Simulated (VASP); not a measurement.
Runs of VASP 6.6.1 on PbF2. The structure is that of space group Fm-3m (No. 225), or close to it. The cells are those of the table. 

```tsv
task	cell	gap on the mesh (eV)	pressure (GPa)
electric field gradients	a = 4.191 Å, angles 60.0°, 3 atoms	4.42	2.5
single point	a = 3.970 Å, angles 60.0°, 3 atoms	4.32	21.2
single point	a = 3.434 Å, angles 60.0°, 3 atoms	(a)	189.7
single point	a = 4.191 Å, angles 60.0°, 3 atoms	4.42	2.5
relaxation of the atoms	atoms relaxed from a = 3.970 Å, angles 60.0°, 3 atoms	4.32	21.2
single point	a = 3.088 Å, angles 60.0°, 3 atoms	none	577.7
relaxation of the atoms	atoms relaxed from a = 4.191 Å, angles 60.0°, 3 atoms	4.42	2.5
electric field gradients	a = 3.088 Å, angles 60.0°, 3 atoms	none	577.7
```

Alike in all rows: level PBE; potentials or basis VASP PAW PBE potentials, release 64 (Pb_d, F); no spin polarisation; k mesh 8 × 8 × 8; cutoff (eV) 520; smearing fermi-dirac 0.03 eV.

**Question.** Estimate the missing entries.

**Answer.** (a) 2.76.

Caveats: spin-orbit coupling is left out, which moves the levels of the heavy elements; the cell stands under pressure (at least some runs); the relaxation stopped at its first step, so nothing moved (at least some runs).

A k mesh can miss the band edges, and the runs leave out spin-orbit coupling on Pb.

A gap of «none» marks levels without a gap at the run's occupations.
